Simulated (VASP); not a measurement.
# InP (F-43m) in VASP: notebook, part 3 of 3

VASP 6.6.1. The steps go on from the part before.

## Step 5: Single point, PBE0

This run uses another cell than the first one, of 25.67 Å³/atom.

Contents of POSCAR:

```
InP
1.0
    0.0000000000      2.9499078504      2.9499078504
    2.9499078504      0.0000000000      2.9499078504
    2.9499078504      2.9499078504      0.0000000000
In P
1 1
Direct
    0.0000000000      0.0000000000      0.0000000000
    0.7500000000      0.7500000000      0.7500000000
```

Contents of INCAR.step1:

```
PREC     = Accurate       # precision mode
ENCUT    = 520            # plane-wave cutoff, eV
EDIFF    = 1E-5           # SCF threshold, eV
ISMEAR   = -1             # smearing method
SIGMA    = 0.05           # smearing width, eV
LREAL    = False          # projectors in reciprocal space
LASPH    = True           # aspherical terms in the spheres
NELM     = 100            # most SCF steps
ALGO     = Normal         # electronic algorithm
ISIF     = 2              # what is computed and relaxed
LWAVE    = True           # write WAVECAR
LCHARG   = False          # write CHGCAR
GGA      = PE             # functional
NBANDS   = 16             # bands
```

Contents of INCAR.step2:

```
PREC     = Accurate       # precision mode
ENCUT    = 520            # plane-wave cutoff, eV
EDIFF    = 1E-7           # SCF threshold, eV
ISMEAR   = -1             # smearing method
SIGMA    = 0.05           # smearing width, eV
LREAL    = False          # projectors in reciprocal space
LASPH    = True           # aspherical terms in the spheres
NELM     = 100            # most SCF steps
ALGO     = Normal         # electronic algorithm
ISIF     = 2              # what is computed and relaxed
LWAVE    = False          # write WAVECAR
LCHARG   = False          # write CHGCAR
GGA      = PE             # functional
LHFCALC  = True           # exact exchange
AEXX     = 0.25           # exact-exchange fraction
PRECFOCK = Normal       
ISTART   = 1            
NBANDS   = 16             # bands
```

Contents of KPOINTS:

```
Automatic mesh
0
Gamma
  4 4 4
```

Potentials or basis: VASP PAW PBE potentials, release 64 (In_d, P).

On the command line:

```
cat potpaw_PBE.64/In_d/POTCAR potpaw_PBE.64/P/POTCAR > POTCAR
cp INCAR.step1 INCAR
mpirun -np 1 vasp_std > vasp.out
cp INCAR.step2 INCAR
mpirun -np 1 vasp_std > vasp.out
```

OUTCAR:

```text
PREC = Accurate
   ENCUT = 520
   EDIFF = 1E-7
   ISMEAR = -1
   LREAL = False
   LASPH = True
   NELM = 100
   ISIF = 2
   GGA = PE
   LHFCALC = True
   AEXX = 0.25
   PRECFOCK = Normal
   ISTART = 1

 ion  position               nearest neighbor table
   1  0.000  0.000  0.000-   2 2.55   2 2.55   2 2.55   2 2.55
   2  0.750  0.750  0.750-   1 2.55   1 2.55   1 2.55   1 2.55

  LATTYP: Found a face centered cubic cell.
 ALAT       =     5.8998157008

  Lattice vectors:

 A1 = (   0.0000000000,   2.9499078504,   2.9499078504)
 A2 = (   2.9499078504,   0.0000000000,   2.9499078504)
 A3 = (   2.9499078504,   2.9499078504,   0.0000000000)

Analysis of symmetry for initial positions (statically):
=====================================================================
 Subroutine PRICEL returns:
 Original cell was already a primitive cell.

 Routine SETGRP: Setting up the symmetry group for a
 face centered cubic supercell.

[... 153 lines left out ...]
  free energy    TOTEN  =       -10.84150922 eV

  energy without entropy =      -10.84150922  energy(sigma->0) =      -10.84150922

 E-fermi :   5.3036     XC(G=0):  -7.2694

 val. band max:        4.1934459349   @ k =   0.0000   0.0000   0.0000
 cond. band min:       6.3175020363   @ k =   0.0000   0.0000   0.0000
 fundamental gap:      2.1240561014
 Fermi energy:         5.3036033887

 k-point     1 :       0.0000    0.0000    0.0000
  band No.  band energies     occupation
      1     -11.7215      2.00000
      2     -11.7215      2.00000
      3     -11.7215      2.00000
      4     -11.5698      2.00000
      5     -11.5698      2.00000
      6      -8.4532      2.00000
[... 129 lines left out ...]
      3     -11.6297      2.00000
      4     -11.5894      2.00000
      5     -11.5568      2.00000
      6      -5.8707      2.00000
[... 8 lines left out ...]
     15      17.4631      0.00000
     16      18.0419      0.00000

------------------------ aborting loop because EDIFF is reached ----------------------------------------

  FORCE on cell =-STRESS in cart. coord.  units (eV):
  Direction    XX          YY          ZZ          XY          YZ          ZX
  --------------------------------------------------------------------------------------
  -------------------------------------------------------------------------------------
  Total       -0.0573814     -0.0573814     -0.0573814      0.0000000      0.0000000     -0.0000000
  in kB       -1.7907151     -1.7907151     -1.7907151      0.0000000      0.0000000     -0.0000000
  external PRESSURE =      -1.7907151 kB  Pullay stress =       0.0000000 kB

 VOLUME and BASIS-vectors are now :
 -----------------------------------------------------------------------------
  energy-cutoff  :      520.00
  volume of cell :       51.34
      direct lattice vectors                 reciprocal lattice vectors
     0.000000000  2.949907850  2.949907850    -0.169496820  0.169496820  0.169496820
     2.949907850  0.000000000  2.949907850     0.169496820 -0.169496820  0.169496820
     2.949907850  2.949907850  0.000000000     0.169496820  0.169496820 -0.169496820

 POSITION                                       TOTAL-FORCE (eV/Angst)
 -----------------------------------------------------------------------------------
      0.00000      0.00000      0.00000        -0.000000     -0.000000     -0.000000
      4.42486      4.42486      4.42486         0.000000      0.000000      0.000000
 -----------------------------------------------------------------------------------
    total drift:                               -0.000045     -0.000052     -0.000026

  FREE ENERGIE OF THE ION-ELECTRON SYSTEM (eV)
  ---------------------------------------------------
  free  energy   TOTEN  =       -10.8415092245 eV

  energy  without entropy=      -10.8415092244  energy(sigma->0) =      -10.84150922
```

OUTCAR.step1:

```text
PREC = Accurate
   ENCUT = 520
   EDIFF = 1E-5
   ISMEAR = -1
   LREAL = False
[... 355 lines left out ...]
      0.00000      0.00000      0.00000         0.000000      0.000000      0.000000
      4.42486      4.42486      4.42486        -0.000000     -0.000000     -0.000000
 -----------------------------------------------------------------------------------
    total drift:                                0.000000      0.000000      0.000000

  FREE ENERGIE OF THE ION-ELECTRON SYSTEM (eV)
  ---------------------------------------------------
  free  energy   TOTEN  =        -8.2895631741 eV

  energy  without entropy=       -8.2894610276  energy(sigma->0) =       -8.28951210
```

OSZICAR.step1:

```text
N       E                     dE             d eps       ncg     rms          rms(c)
DAV:   1     0.110272334897E+03    0.11027E+03   -0.83542E+03   256   0.127E+03
DAV:   2    -0.857211122469E+00   -0.11113E+03   -0.10380E+03   288   0.291E+02
DAV:   3    -0.853170726686E+01   -0.76745E+01   -0.76351E+01   344   0.764E+01
DAV:   4    -0.872456900165E+01   -0.19286E+00   -0.19282E+00   312   0.130E+01
DAV:   5    -0.873622438042E+01   -0.11655E-01   -0.11655E-01   416   0.278E+00    0.554E+00
DAV:   6    -0.831805597386E+01    0.41817E+00   -0.64875E-01   400   0.129E+01    0.334E+00
DAV:   7    -0.828728170627E+01    0.30774E-01   -0.16532E-01   392   0.319E+00    0.126E+00
DAV:   8    -0.828848021778E+01   -0.11985E-02   -0.16721E-02   296   0.152E+00    0.314E-01
DAV:   9    -0.828929966229E+01   -0.81944E-03   -0.14625E-03   312   0.405E-01    0.156E-01
DAV:  10    -0.828947414306E+01   -0.17448E-03   -0.25565E-04   352   0.208E-01    0.104E-01
DAV:  11    -0.828956418445E+01   -0.90041E-04   -0.12867E-04   272   0.995E-02    0.431E-02
DAV:  12    -0.828956317414E+01    0.10103E-05   -0.84879E-06   240   0.292E-02
   1 F= -.82895632E+01 E0= -.82895121E+01  d E =-.102147E-03
```

Wall time 4.3 min (1 thread of Intel Xeon Platinum 8375C at 2.90GHz (Ice Lake), shared host); peak memory 0.18 GiB.

Results:

- Free energy: -10.8415 eV
- Pressure: -0.2 GPa
- Band gap on the k mesh: 2.12 eV

Caveat: the k points lie up to 0.46 Å⁻¹ apart; the PAW data sets were made with another functional, which shifts forces and pressure a little; spin-orbit coupling is left out, which moves the levels of the heavy elements.

## Step 6: Single point, RPBE

This run uses another cell than the first one, of 25.17 Å³/atom.

Contents of INCAR:

```
PREC = Accurate
ENCUT = 500
EDIFF = 1E-6
ISMEAR = -1
SIGMA = 0.05
LREAL = F
LASPH = T
NELM = 120
ALGO = Normal
ISIF = 2
LWAVE = F
LCHARG = F
GGA = RP
NBANDS = 16
GGA_COMPAT = F
```

Contents of KPOINTS:

```
regular mesh
0
Gamma
  8 8 8
```

Contents of POSCAR:

```
InP
1.0
    0.0000000000      2.9305000000      2.9305000000
    2.9305000000      0.0000000000      2.9305000000
    2.9305000000      2.9305000000      0.0000000000
In P
1 1
Direct
    0.0000000000      0.0000000000      0.0000000000
    0.2500000000      0.2500000000      0.2500000000
```

Potentials or basis: VASP PAW PBE potentials, release 64 (In_d, P).

On the command line:

```
cat potpaw_PBE.64/In_d/POTCAR potpaw_PBE.64/P/POTCAR > POTCAR
mpirun -np 1 vasp_std > vasp.out
```

It took 24 s on 1 thread of Intel Xeon Platinum 8488C (Sapphire Rapids), shared host; peak memory 0.17 GiB.

Results (log left out):

```
Free energy            : -7.6926 eV
Pressure               : 5.1 GPa
Band gap on the k mesh : 0.84 eV
```

Levels at points of the mesh, in eV from the valence-band top:
```tsv
k point	band 6	band 7	band 8	band 9	band 10	band 11	band 12	band 13
(0.00, 0.00, 0.00)	-11.49	0.00	0.00	0.00	0.84	4.14	4.14	4.14
(0.50, 0.00, 0.00)	-9.77	-5.67	-0.96	-0.96	1.60	4.86	4.86	7.27
(0.50, 0.50, 0.00)	-9.12	-5.70	-2.30	-2.30	1.88	2.35	9.36	9.66
```

Caveat: the cell stands under pressure; the PAW data sets were made with another functional, which shifts forces and pressure a little; spin-orbit coupling is left out, which moves the levels of the heavy elements.

## Step 7: Summary

```tsv
level	cell	k mesh	cutoff (eV)	grid for exact exchange (PRECFOCK)	share of exact exchange	gap on the mesh (eV)	pressure (GPa)
PBE0	a = 4.088 Å, angles 60.0°, 2 atoms	4 × 4 × 4	520	Normal	0.25	2.50	4.6
PBE0	a = 4.117 Å, angles 60.0°, 2 atoms	4 × 4 × 4	520	Normal	0.25	2.38	2.8
PBE0	a = 4.144 Å, angles 60.0°, 2 atoms	4 × 4 × 4	520	Normal	0.25	2.25	1.2
PBE0	a = 4.172 Å, angles 60.0°, 2 atoms	4 × 4 × 4	520	Normal	0.25	2.12	-0.2
RPBE	a = 4.144 Å, angles 60.0°, 2 atoms	8 × 8 × 8	500	-	-	0.84	5.1
```

Alike in all rows: task single point; potentials or basis VASP PAW PBE potentials, release 64 (In_d, P); no spin polarisation; smearing fermi-dirac 0.05 eV.

Caveats: some runs use coarse meshes; the PAW data sets were made with another functional, which shifts forces and pressure a little; spin-orbit coupling is left out, which moves the levels of the heavy elements; the cell stands under pressure (at least some runs).

Absolute energies hang on the potentials; compare differences alone.
